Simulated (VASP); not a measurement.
Crystal: EuS.

```
Eu S
1.0
     0.00000    2.97850    2.97850
     2.97850    0.00000    2.97850
     2.97850    2.97850    0.00000
Eu S
1 1
Cartesian
  2.9785 2.9785 2.9785
  0.0000 0.0000 0.0000
```

Base run:

* Program: VASP 6.6.1
* Functional: r2SCAN
* Dispersion: rVV10
* Potentials or basis: VASP PAW PBE potentials, release 64 (Eu, S)
* Cutoff: 800 eV
* k mesh: 8 × 8 × 8
* Occupations: gaussian, width 0.05 eV
* Spin: collinear spin, ferromagnetic start
* Starting moments: [7.55, 0.0] μB
* Hubbard terms: Eu f U = 4.0 eV

Its results: band gap on the k mesh 0.09 eV (least direct gap 0.30 eV); pressure -0.9 GPa; net moment 7.00 μB per cell; site moments Eu +6.62; S -0.08 μB.

Problem. The run is repeated on the same cell with these changes: dispersion from rVV10 to D3(BJ). What comes out?

Solution. Band gap on the k mesh 0.15 eV (least direct gap 0.35 eV); pressure -0.9 GPa; net moment 7.00 μB per cell; site moments Eu +6.62; S -0.07 μB.

Caveats: the PAW data sets were made with another functional, which shifts forces and pressure a little; spin-orbit coupling is left out, which moves the levels of the heavy elements; a cell with one magnetic atom can't hold antiferromagnetic order, which such compounds often take; three body term missing (at least some runs).

A k mesh can miss the band edges.
